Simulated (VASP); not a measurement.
# SiO2 (I4/mmm) in VASP: relaxation of cell and atoms with PBEsol

Aim: the relaxation of cell and atoms of SiO2 with PBEsol.

Program: VASP 6.6.1. These are calculated values, not measurements. Logs are shortened: lines on timing, memory, paths and dates and some standing lists are left out, and cuts for length are marked.

## (1) The cell of the first run

The structure is tetragonal, space group I4/mmm (No. 139). Conventional cell: a = 9.011 Å, b = 9.011 Å, c = 5.273 Å, α = 90.00°, β = 90.00°, γ = 90.00°. Within 2.1 Å of Si (site symmetry m2m) lie 4 O at 1.61 to 1.62 Å. O (site symmetry 2/m) has 2 Si at 1.61 Å within 2.1 Å. O (site symmetry m2m) has 2 Si at 1.62 Å within 2.2 Å.

## (2) Relaxation of cell and atoms, PBEsol

Input file INCAR:

```
  PREC = Accurate
  ENCUT = 600
  EDIFF = 1E-7
  ISMEAR = -1
  SIGMA = 0.02
  LREAL = False
  LASPH = True
  NELM = 80
  ALGO = Normal
  ISIF = 3
  LWAVE = False
  LCHARG = False
  GGA = PS
  IBRION = 2
  NSW = 80
  EDIFFG = -0.005
```

Input file KPOINTS:

```
Automatic mesh
0
Gamma
  6 6 6
```

Input file POSCAR:

```
SiO2
1.0
   -4.5052534261      4.5052534261      2.6365045482
    4.5052534261     -4.5052534261      2.6365045482
    4.5052534261      4.5052534261     -2.6365045482
Si O
4 8
Direct
    0.1769301906      0.1769301906      0.3538603813
    0.8230698094      0.1769301906      0.0000000000
    0.1769301906      0.8230698094      0.0000000000
    0.8230698094      0.8230698094      0.6461396187
    0.5000000000      0.5000000000      0.5000000000
    0.0000000000      0.5000000000      0.0000000000
    0.5000000000      0.0000000000      0.0000000000
    0.0000000000      0.0000000000      0.5000000000
    0.0000000000      0.2094533123      0.2094533123
    0.7905466877      0.0000000000      0.7905466877
    0.2094533123      0.0000000000      0.2094533123
    0.0000000000      0.7905466877      0.7905466877
```

Potentials or basis: VASP PAW PBE potentials, release 64 (Si, O).

Run with:

```
> cat potpaw_PBE.64/Si/POTCAR potpaw_PBE.64/O/POTCAR > POTCAR
> mpirun -np 1 vasp_std > vasp.out
```

OUTCAR:

```text
PREC = Accurate
   ENCUT = 600
   EDIFF = 1E-7
   ISMEAR = -1
   LREAL = False
   LASPH = True
   NELM = 80
   ISIF = 3
   GGA = PS
   IBRION = 2
   NSW = 80
   EDIFFG = -0.005

 ion  position               nearest neighbor table
   1  0.177  0.177  0.354-   8 1.61   5 1.61   9 1.62  11 1.62
   2  0.823  0.177  0.000-   6 1.61   7 1.61   9 1.62  10 1.62
   3  0.177  0.823  0.000-   6 1.61   7 1.61  11 1.62  12 1.62
   4  0.823  0.823  0.646-   8 1.61   5 1.61  10 1.62  12 1.62
   5  0.500  0.500  0.500-   1 1.61   4 1.61
   6  0.000  0.500  0.000-   2 1.61   3 1.61
   7  0.500  0.000  0.000-   2 1.61   3 1.61
   8  0.000  0.000  0.500-   1 1.61   4 1.61
   9  0.000  0.209  0.209-   2 1.62   1 1.62
  10  0.791  0.000  0.791-   2 1.62   4 1.62
  11  0.209  0.000  0.209-   3 1.62   1 1.62
  12  0.000  0.791  0.791-   3 1.62   4 1.62

  LATTYP: Found a body centered tetragonal cell.
 ALAT       =     9.0105068522
 C/A-ratio  =     0.5852067129

  Lattice vectors:

 A1 = (  -4.5052534261,   4.5052534261,   2.6365045482)
 A2 = (   4.5052534261,  -4.5052534261,   2.6365045482)
 A3 = (   4.5052534261,   4.5052534261,  -2.6365045482)

Analysis of symmetry for initial positions (statically):
=====================================================================
 Subroutine PRICEL returns:
 Original cell was already a primitive cell.

 Routine SETGRP: Setting up the symmetry group for a
 body centered tetragonal supercell.

 Subroutine GETGRP returns: Found 16 space group operations
 (whereof 16 operations were pure point group operations)
 out of a pool of 16 trial point group operations.

The static configuration has the point symmetry D_4h.

Analysis of symmetry for dynamics (positions and initial velocities):
=====================================================================
 Subroutine PRICEL returns:
 Original cell was already a primitive cell.

 Routine SETGRP: Setting up the symmetry group for a
 body centered tetragonal supercell.

 Subroutine GETGRP returns: Found 16 space group operations
 (whereof 16 operations were pure point group operations)
 out of a pool of 16 trial point group operations.

The dynamic configuration has the point symmetry D_4h.

 Subroutine INISYM returns: Found 16 space group operations
 (whereof 16 operations are pure point group operations),
 and found     1 'primitive' translations

----------------------------------------------------------------------------------------

                                     Primitive cell

  volume of cell :     214.0558

  direct lattice vectors                    reciprocal lattice vectors
    -4.505253426  4.505253426  2.636504548     0.000000000  0.110981548  0.189645036
     4.505253426 -4.505253426  2.636504548     0.110981548  0.000000000  0.189645036
     4.505253426  4.505253426 -2.636504548     0.110981548  0.110981548  0.000000000

  length of vectors
     6.895344306  6.895344306  6.895344306     0.219731982  0.219731982  0.156951611

  position of ions in fractional coordinates (direct lattice)
     0.176930191  0.176930191  0.353860381
     0.823069809  0.176930191  0.000000000
     0.176930191  0.823069809  0.000000000
     0.823069809  0.823069809  0.646139619
     0.500000000  0.500000000  0.500000000
     1.000000000  0.500000000  0.000000000
     0.500000000  1.000000000  0.000000000
     0.000000000  0.000000000  0.500000000
     0.000000000  0.209453312  0.209453312
     0.790546688  0.000000000  0.790546688
     0.209453312  0.000000000  0.209453312
     0.000000000  0.790546688  0.790546688

  ion indices of the primitive-cell ions
   primitive index   ion index
                 1           1
                 2           2
                 3           3
                 4           4
                 5           5
                 6           6
                 7           7
                 8           8
                 9           9
                10          10
                11          11
                12          12

----------------------------------------------------------------------------------------

 KPOINTS: Automatic mesh

Automatic generation of k-mesh.
 Grid dimensions read from file:
 generate k-points for:    6    6    6

 Generating k-lattice:

  Cartesian coordinates                     Fractional coordinates (reciprocal lattice)
     0.000000000  0.018496925  0.031607506     0.166666667  0.000000000  0.000000000
     0.018496925  0.000000000  0.031607506     0.000000000  0.166666667  0.000000000
     0.018496925  0.018496925  0.000000000     0.000000000  0.000000000  0.166666667

  Length of vectors
     0.036621997  0.036621997  0.026158602

  Shift w.r.t. Gamma in fractional coordinates (k-lattice)
     0.000000000  0.000000000  0.000000000

 Subroutine IBZKPT returns following result:
 ===========================================

 Found     30 irreducible k-points:

 Following reciprocal coordinates:
            Coordinates               Weight
  0.000000  0.000000  0.000000      1.000000
  0.166667 -0.000000  0.000000      8.000000
  0.333333 -0.000000  0.000000      8.000000
  0.500000 -0.000000  0.000000      4.000000
  0.166667  0.166667  0.000000      8.000000
  0.333333  0.166667  0.000000     16.000000
[... 16 lines left out ...]
 -0.333333 -0.333333  0.166667      8.000000
 -0.166667 -0.333333  0.166667      8.000000
 [... further k-points ...]
   k-points           NKPTS =     30   k-points in BZ     NKDIM =     30   number of bands    NBANDS=     39
   number of dos      NEDOS =    301   number of ions     NIONS =     12
   total plane-waves  NPLWV = 175616
   dimension x,y,z NGX =    56 NGY =   56 NGZ =   56
   dimension x,y,z NGXF=   112 NGYF=  112 NGZF=  112
   ions per type =               4   8
   NGX,Y,Z   is equivalent  to a cutoff of  13.50, 13.50, 13.50 a.u.
   NGXF,Y,Z  is equivalent  to a cutoff of  27.00, 27.00, 27.00 a.u.
 SYSTEM =  unknown system
   PREC   = accura    normal or accurate (medium, high low for compatibility)
   ISTART =      0    job   : 0-new  1-cont  2-samecut
   ICHARG =      2    charge: 1-file 2-atom 10-const
   ISPIN  =      1    spin polarized calculation?
   LNONCOLLINEAR =      F non collinear calculations
   LSORBIT =      F    spin-orbit coupling
   LASPH  =      T    aspherical Exc in radial PAW
   ENCUT  =  600.0 eV  44.10 Ry    6.64 a.u.  13.77 13.77 13.77*2*pi/ulx,y,z
   NELM   =     80;   NELMIN=  2; NELMDL= -5     # of ELM steps
   EDIFF  = 0.1E-06   stopping-criterion for ELM
   LREAL  =      F    real-space projection
   EDIFFG = -.5E-02   stopping-criterion for IOM
   NSW    =     80    number of steps for IOM
   IBRION =      2    ionic relax: 0-MD 1-quasi-New 2-CG
   NFREE  =      1    steps in history (QN), initial steepest desc. (CG)
   ISIF   =      3    stress and relaxation
   ISYM   =      2    0-nonsym 1-usesym 2-fastsym
   POTIM  = 0.5000    time-step for ionic-motion
   TEBEG  =    0.0;   TEEND  =   0.0 temperature during run
   PSTRESS=    0.0 pullay stress
   NELECT =      64.0000    total number of electrons
   NUPDOWN=      -1.0000    fix difference up-down
   EMIN   =  10.00;   EMAX   =-10.00  energy-range for DOS
   EFERMI =   0.00;   METHOD = LEGACY
   ISMEAR =    -1;   SIGMA  =   0.02  broadening in eV -4-tet -1-fermi 0-gaus
   EFERMI_NEDOS =   21; number of points for ismear=-14 and -15
   IALGO  =     38    algorithm
   IMIX   =      4    mixing-type and parameters
     AMIX     =   0.40;   BMIX     =  1.00
     AMIX_MAG =   1.60;   BMIX_MAG =  1.00
  volume/ion in A,a.u.               =      17.84       120.38
  Fermi-wavevector in a.u.,A,eV,Ry     =   1.094693  2.068671 16.304591  1.198354
  Thomas-Fermi vector in A             =   2.231003
   LORBIT       =      0    0 simple, 1 ext, 2 COOP (PROOUT), +10 PAW based schemes
   GGA     = PS    functional components
   LHFCALC =     F    Hartree Fock is set to
   AEXX    =    0.0000 exact exchange contribution
   IVDW    =     0    specifies the selected vdW correction
   LEPSILON=     F    determine dielectric tensor
   LRPA    =     F    only Hartree local field effects (RPA)
 conjugate gradient relaxation of ions
 non-spin polarized calculation
  energy-cutoff  :      600.00
  volume of cell :      214.06
 maximum number of plane-waves:      7166
   NGX = 27   NGY = 27   NGZ = 27

--------------------------------------- Ionic step        1  -------------------------------------------

 number of electron      63.9999994 magnetization

 Free energy of the ion-electron system (eV)
  ---------------------------------------------------
  ext. energy  EPLUGINS =         0.00000000
  ---------------------------------------------------
  free energy    TOTEN  =       -98.62732497 eV

  energy without entropy =      -98.62732497  energy(sigma->0) =      -98.62732497

------------------------ aborting loop because EDIFF is reached ----------------------------------------

  FORCE on cell =-STRESS in cart. coord.  units (eV):
  Direction    XX          YY          ZZ          XY          YZ          ZX
  --------------------------------------------------------------------------------------
  -------------------------------------------------------------------------------------
  Total       -2.1595047     -2.1595047     -2.1396797      0.0000000      0.0000000     -0.0000000
  in kB      -16.1635882    -16.1635882    -16.0152008      0.0000000      0.0000000     -0.0000000
  external PRESSURE =     -16.1141258 kB  Pullay stress =       0.0000000 kB
[... 77 lines left out ...]
  energy  without entropy=      -98.6179039412  energy(sigma->0) =      -98.61790394

--------------------------------------- Ionic step        3  -------------------------------------------

 number of electron      63.9999995 magnetization

 Free energy of the ion-electron system (eV)
  ---------------------------------------------------
  ext. energy  EPLUGINS =         0.00000000
  ---------------------------------------------------
  free energy    TOTEN  =       -98.63972774 eV

  energy without entropy =      -98.63972774  energy(sigma->0) =      -98.63972774

 E-fermi :  -0.7159     XC(G=0):  -7.3304

 val. band max:       -1.2080881400   @ k =   0.5000   0.5000   0.5000
 cond. band min:       4.2640495669   @ k =   0.0000   0.0000   0.0000
 fundamental gap:      5.4721377070
 Fermi energy:        -0.7159006694

 k-point     1 :       0.0000    0.0000    0.0000
  band No.  band energies     occupation
      1     -20.5589      2.00000
      2     -19.6914      2.00000
      3     -19.1621      2.00000
      4     -19.1621      2.00000
      5     -18.5517      2.00000
      6     -18.5227      2.00000
[... 997 lines left out ...]
     38       8.3011      0.00000
     39       8.4276      0.00000

 [... further k-points ...]

------------------------ aborting loop because EDIFF is reached ----------------------------------------

  FORCE on cell =-STRESS in cart. coord.  units (eV):
  Direction    XX          YY          ZZ          XY          YZ          ZX
  --------------------------------------------------------------------------------------
  -------------------------------------------------------------------------------------
  Total       -0.0101241     -0.0101241      0.0009766      0.0000000      0.0000000      0.0000000
  in kB       -0.0766333     -0.0766333      0.0073926      0.0000000      0.0000000      0.0000000
  external PRESSURE =      -0.0486246 kB  Pullay stress =       0.0000000 kB
[... 27 lines left out ...]
  FREE ENERGIE OF THE ION-ELECTRON SYSTEM (eV)
  ---------------------------------------------------
  free  energy   TOTEN  =       -98.6397277382 eV

  energy  without entropy=      -98.6397277382  energy(sigma->0) =      -98.63972774

 reached required accuracy - stopping structural energy minimisation
```

Wall time 27 min (1 thread of Oxide Virtual Turin-like, shared host); peak memory 0.54 GiB.

What came out:

| Property | Result |
| --- | --- |
| Free energy | -98.6397 eV |
| Relaxed volume | 17.64 Å³/atom |
| Relaxed cell | a = 6.870 Å, b = 6.870 Å, c = 6.870 Å, α = 98.41°, β = 98.41°, γ = 135.04° |
| Space group after relaxing (to 0.1 Å) | I4/mmm (No. 139) |
| Energy gained by relaxing | 1.0 meV/atom |
| Ionic steps | 3 |
| Pressure after relaxing | 0.0 GPa |
| Largest force after relaxing | 0.005 eV/Å |
| Band gap on the k mesh | 5.47 eV |

Forces on the atoms (eV/Å):
```
Si   0.004  0.004  0.000
Si   0.004 -0.004  0.000
Si  -0.004  0.004  0.000
Si  -0.004 -0.004  0.000
O    0.000  0.000  0.000
O    0.000  0.000  0.000
O    0.000  0.000  0.000
O    0.000  0.000  0.000
O    0.003  0.000  0.000
O    0.000 -0.003  0.000
O    0.000  0.003  0.000
O   -0.003  0.000  0.000
```

The path:
| step | energy change (eV) | largest force (eV/Å) | pressure (GPa) | volume (Å³) |
| --- | --- | --- | --- | --- |
| 1 | 0.0000 | 0.0787 | -1.61 | 214.06 |
| 2 | 0.0094 | 0.1164 | 2.23 | 208.55 |
| 3 | -0.0124 | 0.0050 | 0.00 | 211.67 |

Final structure:
```yaml
crystal:
  lattice:
    - [-4.48837, 4.48837, 2.62671]
    - [4.48837, -4.48837, 2.62671]
    - [4.48837, 4.48837, -2.62671]
  atoms:
    - { symbol: Si, position: [0.17693, 0.17693, 0.35387] }
    - { symbol: Si, position: [0.82307, 0.17693, 0.00000] }
    - { symbol: Si, position: [0.17693, 0.82307, 0.00000] }
    - { symbol: Si, position: [0.82307, 0.82307, 0.64613] }
    - { symbol: O, position: [0.50000, 0.50000, 0.50000] }
    - { symbol: O, position: [0.00000, 0.50000, 0.00000] }
    - { symbol: O, position: [0.50000, 0.00000, 0.00000] }
    - { symbol: O, position: [0.00000, 0.00000, 0.50000] }
    - { symbol: O, position: [0.00000, 0.20927, 0.20927] }
    - { symbol: O, position: [0.79073, 0.00000, 0.79073] }
    - { symbol: O, position: [0.20927, 0.00000, 0.20927] }
    - { symbol: O, position: [0.00000, 0.79073, 0.79073] }
```

Caveat: the PAW data sets were made with another functional, which shifts forces and pressure a little. A k mesh can miss the band edges.
